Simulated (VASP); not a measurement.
Input of a VASP 6.6.1 run:

Contents of INCAR:

```
PREC = Accurate
ENCUT = 520
EDIFF = 1E-7
ISMEAR = 0
SIGMA = 0.02
LREAL = F
LASPH = T
NELM = 100
ALGO = Normal
ISIF = 2
LWAVE = F
LCHARG = F
GGA = CA
NBANDS = 46
```

File KPOINTS:

```
regular mesh
0
Gamma
  8 8 4
```

The input POSCAR:

```
Zn4Se3S
1.0
   -2.7733727182      2.7733727182      0.0000000000
   -2.7743839938     -5.5477567119      2.7342796097
    2.7744642288      2.7744642288      5.4697931014
Zn S Se
4 1 3
Direct
    0.0075346351      0.0150692703      0.0020059655
    0.7460604701      0.4921209402      0.2385969100
    0.4981692048     -0.0036615903      0.4997545360
    0.2483198038      0.4966396075      0.7599107631
    0.1883678803      0.3767357607      0.0635537548
    0.9357449604      0.8714899209      0.3079334137
    0.6874010705      0.3748021410      0.5618358866
    0.4384019750      0.8768039499      0.8164087702
```

Potentials or basis: VASP PAW LDA potentials, release 64 (Zn, S, Se).

Command:

```bash
$ cat potpaw_LDA.64/Zn/POTCAR potpaw_LDA.64/S/POTCAR potpaw_LDA.64/Se/POTCAR > POTCAR
$ mpirun -np 1 vasp_std > vasp.out
```

Problem. Predict the band gap on the k mesh.

Solution. 1.36 eV.

Problem. Estimate the pressure.

Solution. -0.6 GPa.

Stress tensor (GPa, compression positive):
```
-0.74  0.00  0.00
 0.00 -0.74  0.00
 0.00  0.00 -0.19
```

Caveat: the cell differs from its parent crystal (strained cell). A k mesh can miss the band edges.
